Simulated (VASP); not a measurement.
# Ge (P1) in VASP: single point with PBEsol

Aim: the single point of Ge with PBEsol.

Everything below comes from runs of VASP 6.6.1. Logs are shortened: lines on timing, memory, paths and dates and some standing lists are left out, and cuts for length are marked.

## 1. The cell of the first run

The typed cell holds 24 atoms: a = 7.819 Å, b = 7.834 Å, c = 7.834 Å, α = 80.03°, β = 79.79°, γ = 79.79°.

## 2. Single point, PBEsol

Contents of INCAR:

```
SYSTEM = Ge
PREC = Accurate ; ENCUT = 520
EDIFF = 1E-6 ; ISMEAR = -1
SIGMA = 0.1293 ; LREAL = Auto
LASPH = .True. ; NELM = 100
ALGO = Normal ; ISIF = 2
LWAVE = .False. ; LCHARG = .False.
GGA = PS ; NBANDS = 186
```

Contents of KPOINTS:

```
Automatic mesh
0
Gamma
  2 2 2
  0.5 0.5 0.5
```

Contents of POSCAR:

```
Ge
1.0
    0.0000000000     -5.7893032736      5.2552831948
    5.0367625965      2.8946516368      5.2552831948
   -5.0367625965      2.8946516368      5.2552831948
Ge
24
Direct
    0.2426281079      0.4737263303      0.9210092738
    0.5299695336      0.8131845828      0.1948743209
    0.8598703140      0.1238473493      0.4424498185
    0.0258198786      0.7741694955      0.2528929911
    0.3396368340      0.0572081324      0.6014057092
    0.6707802357      0.4408087231      0.8715623983
    0.1082357340      0.8984514364      0.5096967626
    0.4535546477      0.2657918386      0.7337116491
    0.8168519302      0.6090996224      0.1363467471
    0.3284864238      0.5802991640      0.1767945396
    0.6319330111      0.9542440118      0.4443974684
   -0.0257334893      0.1829265632      0.7569730751
    0.5566315370      0.7640961288      0.7231642810
    0.8378656994      0.0789845471      0.1316026713
    0.1432492274      0.3770596781      0.4994873264
    0.8477344927      0.6122946629      0.5493919562
    0.2149719067      0.8337961488      0.9485083253
    0.5489680846      0.2573163404      0.2068257733
    0.3081371186      0.5745268321      0.5681648090
    0.6513648594      0.9617110592      0.9161925351
    0.0230786223      0.2965941091      0.1912732825
    0.9396294949      0.7779356158      0.8147054648
    0.3149569378      0.0779385340      0.1024898202
    0.6459276920      0.3744301561      0.4765763244
```

Potentials or basis: VASP PAW PBE potentials, release 64 (Ge_d).

Command:

```bash
$ cat potpaw_PBE.64/Ge_d/POTCAR > POTCAR
$ mpirun -np 1 vasp_std > vasp.out
```

OUTCAR:

```text
SYSTEM = Ge
   PREC = Accurate
   ENCUT = 520
   EDIFF = 1E-6
   ISMEAR = -1
   LREAL = Auto
   LASPH = .True.
   NELM = 100
   ISIF = 2
   GGA = PS

 ion  position               nearest neighbor table
   1  0.243  0.474  0.921-  10 2.53   8 2.56  19 2.72  21 2.81  17 2.83
   2  0.530  0.813  0.195-  20 2.41  23 2.52   9 2.53  10 2.65  11 2.70
   3  0.860  0.124  0.442-  24 2.36  11 2.40   7 2.45  21 2.48  14 2.56  12 2.90
   4  0.026  0.774  0.253-  17 2.59   7 2.60  10 2.61   9 2.62  14 2.69  16 2.72
   5  0.340  0.057  0.601-   8 2.44  11 2.47   7 2.63  13 2.74  15 2.77
   6  0.671  0.441  0.872-  13 2.67   8 2.81  18 2.86  16 2.89
   7  0.108  0.898  0.510-   3 2.45   4 2.60  22 2.62   5 2.63  19 2.75
   8  0.454  0.266  0.734-  24 2.41   5 2.44   1 2.56  19 2.70   6 2.81  20 2.90
   9  0.817  0.609  0.136-   2 2.53   4 2.62  21 2.69  22 2.73
  10  0.328  0.580  0.177-   1 2.53  17 2.58   4 2.61   2 2.65  18 2.80
  11  0.632  0.954  0.444-   3 2.40  13 2.46   5 2.47   2 2.70  18 2.81  14 2.81
  12  0.974  0.183  0.757-  15 2.61   3 2.90
  13  0.557  0.764  0.723-  11 2.46  20 2.62  16 2.64   6 2.67   5 2.74
  14  0.838  0.079  0.132-  18 2.47   3 2.56  21 2.57   4 2.69  20 2.78  11 2.81
  15  0.143  0.377  0.499-  19 2.36  12 2.61  16 2.70   5 2.77
  16  0.848  0.612  0.549-  13 2.64  15 2.70   4 2.72  24 2.83  22 2.88   6 2.89
  17  0.215  0.834  0.949-  10 2.58   4 2.59  22 2.69  23 2.72   1 2.83
  18  0.549  0.257  0.207-  14 2.47  24 2.71  10 2.80  23 2.80  11 2.81   6 2.86
  19  0.308  0.575  0.568-  15 2.36   8 2.70   1 2.72   7 2.75  24 2.86
  20  0.651  0.962  0.916-   2 2.41  22 2.53  13 2.62  14 2.78  23 2.85   8 2.90
  21  0.023  0.297  0.191-   3 2.48  14 2.57  23 2.66   9 2.69   1 2.81
  22  0.940  0.778  0.815-  20 2.53   7 2.62  17 2.69   9 2.73  16 2.88
  23  0.315  0.078  0.102-   2 2.52  21 2.66  17 2.72  18 2.80  20 2.85
  24  0.646  0.374  0.477-   3 2.36   8 2.41  18 2.71  16 2.83  19 2.86

  LATTYP: Found a base centered monoclinic cell.
 ALAT       =    11.9995015823
 B/A-ratio  =     0.8394953010
 C/A-ratio  =     0.6515958644
 COS(beta)  =    -0.2315018669

  Lattice vectors:

 A1 = (  -5.0367625965,  -2.8946516368,  -5.2552831948)
 A2 = (   5.0367625965,  -2.8946516368,  -5.2552831948)
 A3 = (   0.0000000000,  -5.7893032736,   5.2552831948)

Analysis of symmetry for initial positions (statically):
=====================================================================
 Subroutine PRICEL returns:
 Original cell was already a primitive cell.

 Routine SETGRP: Setting up the symmetry group for a
 base centered monoclinic supercell.

 Subroutine GETGRP returns: Found  1 space group operations
 (whereof  1 operations were pure point group operations)
 out of a pool of  4 trial point group operations.

The static configuration has the point symmetry C_1 .

Analysis of symmetry for dynamics (positions and initial velocities):
=====================================================================
 Subroutine PRICEL returns:
 Original cell was already a primitive cell.

 Routine SETGRP: Setting up the symmetry group for a
 base centered monoclinic supercell.

 Subroutine GETGRP returns: Found  1 space group operations
 (whereof  1 operations were pure point group operations)
 out of a pool of  4 trial point group operations.

The dynamic configuration has the point symmetry C_1 .

 Subroutine INISYM returns: Found  1 space group operations
 (whereof  1 operations are pure point group operations),
 and found     1 'primitive' translations

----------------------------------------------------------------------------------------

                                     Primitive cell

  volume of cell :     459.7219

  direct lattice vectors                    reciprocal lattice vectors
     0.000000000 -5.789303274  5.255283195     0.000000000 -0.115154905  0.063428234
     5.036762597  2.894651637  5.255283195     0.099270115  0.057577452  0.063428234
    -5.036762597  2.894651637  5.255283195    -0.099270115  0.057577452  0.063428234

  length of vectors
     7.818825606  7.833644555  7.833644555     0.131467840  0.131121545  0.131121545

  position of ions in fractional coordinates (direct lattice)
     0.242628108  0.473726330  0.921009274
     0.529969534  0.813184583  0.194874321
     0.859870314  0.123847349  0.442449819
     0.025819879  0.774169495  0.252892991
     0.339636834  0.057208132  0.601405709
     0.670780236  0.440808723  0.871562398
[... 16 lines left out ...]
     0.314956938  0.077938534  0.102489820
     0.645927692  0.374430156  0.476576324

  ion indices of the primitive-cell ions
   primitive index   ion index
                 1           1
                 2           2
                 3           3
                 4           4
                 5           5
                 6           6
[... 16 lines left out ...]
                23          23
                24          24

----------------------------------------------------------------------------------------

 KPOINTS: Automatic mesh

Automatic generation of k-mesh.
 Grid dimensions read from file:
 generate k-points for:    2    2    2

 Generating k-lattice:

  Cartesian coordinates                     Fractional coordinates (reciprocal lattice)
     0.000000000 -0.057577452  0.031714117     0.500000000  0.000000000  0.000000000
     0.049635057  0.028788726  0.031714117     0.000000000  0.500000000  0.000000000
    -0.049635057  0.028788726  0.031714117     0.000000000  0.000000000  0.500000000

  Length of vectors
     0.065733920  0.065560772  0.065560772

  Shift w.r.t. Gamma in fractional coordinates (k-lattice)
     0.500000000  0.500000000  0.500000000

 Subroutine IBZKPT returns following result:
 ===========================================

 Found      4 irreducible k-points:

 Following reciprocal coordinates:
            Coordinates               Weight
  0.250000  0.250000  0.250000      2.000000
 -0.250000  0.250000  0.250000      2.000000
  0.250000 -0.250000  0.250000      2.000000
 -0.250000 -0.250000  0.250000      2.000000
   k-points           NKPTS =      4   k-points in BZ     NKDIM =      4   number of bands    NBANDS=    186
   number of dos      NEDOS =    301   number of ions     NIONS =     24
   total plane-waves  NPLWV = 216000
   dimension x,y,z NGX =    60 NGY =   60 NGZ =   60
   dimension x,y,z NGXF=   120 NGYF=  120 NGZF=  120
   ions per type =              24
   NGX,Y,Z   is equivalent  to a cutoff of  12.76, 12.73, 12.73 a.u.
   NGXF,Y,Z  is equivalent  to a cutoff of  25.51, 25.47, 25.47 a.u.
 SYSTEM =  Ge
   PREC   = accura    normal or accurate (medium, high low for compatibility)
   ISTART =      0    job   : 0-new  1-cont  2-samecut
   ICHARG =      2    charge: 1-file 2-atom 10-const
   ISPIN  =      1    spin polarized calculation?
   LNONCOLLINEAR =      F non collinear calculations
   LSORBIT =      F    spin-orbit coupling
   LASPH  =      T    aspherical Exc in radial PAW
   ENCUT  =  520.0 eV  38.22 Ry    6.18 a.u.  14.54 14.57 14.57*2*pi/ulx,y,z
   NELM   =    100;   NELMIN=  2; NELMDL= -5     # of ELM steps
   EDIFF  = 0.1E-05   stopping-criterion for ELM
   LREAL  =      T    real-space projection
   EDIFFG = 0.1E-04   stopping-criterion for IOM
   NSW    =      0    number of steps for IOM
[... 5 lines left out ...]
   TEBEG  =    0.0;   TEEND  =   0.0 temperature during run
   PSTRESS=    0.0 pullay stress
   NELECT =     336.0000    total number of electrons
   NUPDOWN=      -1.0000    fix difference up-down
   EMIN   =  10.00;   EMAX   =-10.00  energy-range for DOS
   EFERMI =   0.00;   METHOD = LEGACY
   ISMEAR =    -1;   SIGMA  =   0.13  broadening in eV -4-tet -1-fermi 0-gaus
   EFERMI_NEDOS =   21; number of points for ismear=-14 and -15
   IALGO  =     38    algorithm
   IMIX   =      4    mixing-type and parameters
     AMIX     =   0.40;   BMIX     =  1.00
     AMIX_MAG =   1.60;   BMIX_MAG =  1.00
  volume/ion in A,a.u.               =      19.16       129.26
  Fermi-wavevector in a.u.,A,eV,Ry     =   1.474652  2.786688 29.587208  2.174598
  Thomas-Fermi vector in A             =   2.589397
   LORBIT       =      0    0 simple, 1 ext, 2 COOP (PROOUT), +10 PAW based schemes
   GGA     = PS    functional components
   LHFCALC =     F    Hartree Fock is set to
   AEXX    =    0.0000 exact exchange contribution
   IVDW    =     0    specifies the selected vdW correction
   LEPSILON=     F    determine dielectric tensor
   LRPA    =     F    only Hartree local field effects (RPA)
 non-spin polarized calculation
  energy-cutoff  :      520.00
  volume of cell :      459.72
 maximum number of plane-waves:     12383
 NGX is ok and might be reduce to    60
   NGX = 29   NGY = 29   NGZ = 29

 number of electron     335.9999969 magnetization

 Free energy of the ion-electron system (eV)
  ---------------------------------------------------
  ext. energy  EPLUGINS =         0.00000000
  ---------------------------------------------------
  free energy    TOTEN  =      -110.08033276 eV

  energy without entropy =     -109.45482330  energy(sigma->0) =     -109.76757803

 E-fermi :   6.4648     XC(G=0): -11.2370

 val. band max:        6.4640118257   @ k =   0.2500  -0.2500   0.2500
 cond. band min:       6.4979478577   @ k =  -0.2500  -0.2500   0.2500
 fundamental gap:      0.0339360320
 Fermi energy:         6.4648051506

 k-point     1 :       0.2500    0.2500    0.2500
  band No.  band energies     occupation
      1     -18.5556      2.00000
      2     -18.5006      2.00000
      3     -18.4896      2.00000
      4     -18.4706      2.00000
      5     -18.4406      2.00000
      6     -18.4313      2.00000
[... 172 lines left out ...]
    179       8.3969      0.00000
    180       8.6175      0.00000

 k-point     2 :      -0.2500    0.2500    0.2500
  band No.  band energies     occupation
      1     -18.5552      2.00000
      2     -18.5007      2.00000
      3     -18.4895      2.00000
      4     -18.4709      2.00000
      5     -18.4408      2.00000
      6     -18.4339      2.00000
[... 172 lines left out ...]
    179       8.0810      0.00001
    180       8.1829      0.00000

 k-point     3 :       0.2500   -0.2500    0.2500
  band No.  band energies     occupation
      1     -18.5551      2.00000
      2     -18.5006      2.00000
      3     -18.4896      2.00000
      4     -18.4712      2.00000
      5     -18.4401      2.00000
      6     -18.4345      2.00000
[... 172 lines left out ...]
    179       8.0965      0.00001
    180       8.4274      0.00000

 k-point     4 :      -0.2500   -0.2500    0.2500
  band No.  band energies     occupation
      1     -18.5556      2.00000
      2     -18.5007      2.00000
      3     -18.4896      2.00000
      4     -18.4702      2.00000
      5     -18.4411      2.00000
      6     -18.4312      2.00000
[... 172 lines left out ...]
    179       8.2790      0.00000
    180       8.5630      0.00000
 [bands above 180 left out]

------------------------ aborting loop because EDIFF is reached ----------------------------------------

  FORCE on cell =-STRESS in cart. coord.  units (eV):
  Direction    XX          YY          ZZ          XY          YZ          ZX
  --------------------------------------------------------------------------------------
  -------------------------------------------------------------------------------------
  Total       12.7410267     14.3665062      5.8329978      1.0730040     -0.9918159      0.4197522
  in kB       44.4037703     50.0687312     20.3285890      3.7395277     -3.4565790      1.4628788
  external PRESSURE =      38.2670302 kB  Pullay stress =       0.0000000 kB

 VOLUME and BASIS-vectors are now :
 -----------------------------------------------------------------------------
  energy-cutoff  :      520.00
  volume of cell :      459.72
      direct lattice vectors                 reciprocal lattice vectors
     0.000000000 -5.789303274  5.255283195     0.000000000 -0.115154905  0.063428234
     5.036762597  2.894651637  5.255283195     0.099270115  0.057577452  0.063428234
    -5.036762597  2.894651637  5.255283195    -0.099270115  0.057577452  0.063428234

 POSITION                                       TOTAL-FORCE (eV/Angst)
 -----------------------------------------------------------------------------------
     -2.25286      2.63263      8.60481         0.195521      0.214731     -0.808252
      3.11428     -0.15018      8.08277        -1.464600      0.441234      0.178081
     -1.60473     -3.33882      7.49491        -1.169162     -0.172593      1.504890
      2.62555      2.82351      5.53319        -0.183292      0.582089     -0.424213
     -2.74099     -0.05980      5.24609         0.089369      1.032441     -0.909635
     -2.16960     -0.08449     10.42202        -0.314698     -0.247346      0.168939
[... 16 lines left out ...]
     -0.12366     -1.30110      2.60339         0.468530      0.496855      0.132586
     -0.51449     -1.27610      7.86681         1.797897      0.683558      0.741989
 -----------------------------------------------------------------------------------
    total drift:                               -0.004267      0.002154     -0.002363

  FREE ENERGIE OF THE ION-ELECTRON SYSTEM (eV)
  ---------------------------------------------------
  free  energy   TOTEN  =      -110.0803327600 eV

  energy  without entropy=     -109.4548233040  energy(sigma->0) =     -109.76757803
```

Run time: 7.8 min. Hardware: 1 thread of Intel Xeon Platinum 8488C (Sapphire Rapids), shared host; peak memory 0.62 GiB.

What came out:

```
Free energy            : -110.0803 eV
Pressure               : 3.8 GPa
Largest force          : 2.062 eV/Å
Band gap on the k mesh : zero (bands 168 and 169 overlap by 0.22 eV)
```

Forces on the atoms (eV/Å):
```
Ge   0.196  0.215 -0.808
Ge  -1.465  0.441  0.178
Ge  -1.169 -0.173  1.505
Ge  -0.183  0.582 -0.424
Ge   0.089  1.032 -0.910
Ge  -0.315 -0.247  0.169
Ge  -0.446 -0.706  0.366
Ge  -1.728  0.152  0.999
Ge  -0.420 -0.599 -0.337
Ge  -0.792 -0.378  0.533
Ge   0.138 -0.504 -1.439
Ge  -0.177  0.523  0.100
Ge  -1.348  0.726 -0.138
Ge   0.595 -1.327 -0.870
Ge  -0.045  0.063 -1.424
Ge  -0.338 -0.361 -0.295
Ge   1.567 -0.207  0.102
Ge   0.624  0.939 -0.292
Ge   0.808  0.040  1.454
Ge   1.525 -0.276 -0.001
Ge   0.891 -0.474  0.643
Ge  -0.273 -0.640  0.013
Ge   0.469  0.497  0.133
Ge   1.798  0.684  0.742
```

Stress tensor (GPa, compression positive):
```
 4.44  0.37  0.15
 0.37  5.01 -0.35
 0.15 -0.35  2.03
```

Levels at points of the mesh, in eV from the Fermi level:
| k point | band 164 | band 165 | band 166 | band 167 | band 168 | band 169 | band 170 | band 171 | band 172 | band 173 |
| --- | --- | --- | --- | --- | --- | --- | --- | --- | --- | --- |
| (0.25, 0.25, 0.25) | -0.42 | -0.33 | -0.06 | 0.09 | 0.21 | 0.28 | 0.44 | 0.62 | 0.75 | 0.96 |

Caveat: the k points lie up to 0.41 Å⁻¹ apart; the atoms stand as in a frame of molecular dynamics; semilocal functionals underestimate gaps, and a narrow one can read as zero; the PAW data sets were made with another functional, which shifts forces and pressure a little.

The gap in the log of VASP goes by the Fermi energy; the results here count the filled bands.